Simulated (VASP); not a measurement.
Runs of VASP 6.6.1 on Ge2Sb2Te5. The structure is that of space group P-3m1 (No. 164), or close to it. The cells are those of the table. 

```tsv
cell	gap on the mesh (eV)	pressure (GPa)	largest force (eV/Å)
a = 4.321, b = 4.321, c = 19.492 Å, angles 90.0, 90.0, 120.0°, 9 atoms	none	-3.7	0.71
a = 4.094, b = 4.094, c = 19.622 Å, angles 90.0, 90.0, 120.0°, 9 atoms	none	0.0	0.31
a = 4.664, b = 4.664, c = 17.538 Å, angles 90.0, 90.0, 120.0°, 9 atoms	none	-5.0	0.46
a = 4.020, b = 4.020, c = 19.267 Å, angles 90.0, 90.0, 120.0°, 9 atoms	none	(a)	0.20
a = 4.609, b = 4.609, c = 16.310 Å, angles 90.0, 90.0, 120.0°, 9 atoms	0.02	(b)	0.11
a = 4.082, b = 4.082, c = 20.789 Å, angles 90.0, 90.0, 120.0°, 9 atoms	none	-2.2	0.84
a = 4.251, b = 4.251, c = 19.174 Å, angles 90.0, 90.0, 120.0°, 9 atoms	none	-2.1	0.46
a = 4.516, b = 4.516, c = 16.983 Å, angles 90.0, 90.0, 120.0°, 9 atoms	none	-2.4	0.11
```

Alike in all rows: task single point; level PBE; potentials or basis VASP PAW PBE potentials, release 64 (Ge_d, Sb, Te); no spin polarisation; k mesh 12 × 12 × 2; cutoff (eV) 520; smearing gaussian 0.03 eV.

Problem. Estimate the missing entries.

Solution. (a) 2.8; (b) -2.5.

Caveats: spin-orbit coupling is left out, which moves the levels of the heavy elements; this functional lacks dispersion, which binds layers or chains, so the pressure and a relaxed spacing across them are unreliable; the cell stands under tension (at least some runs); semilocal functionals underestimate gaps, and a narrow one can read as zero (at least some runs); the stress differs along the axes, from -6 to -0 GPa (at least some runs).

A k mesh can miss the band edges, and the runs leave out spin-orbit coupling on Ge, Sb, Te.

A gap of «none» marks levels without a gap at the run's occupations.
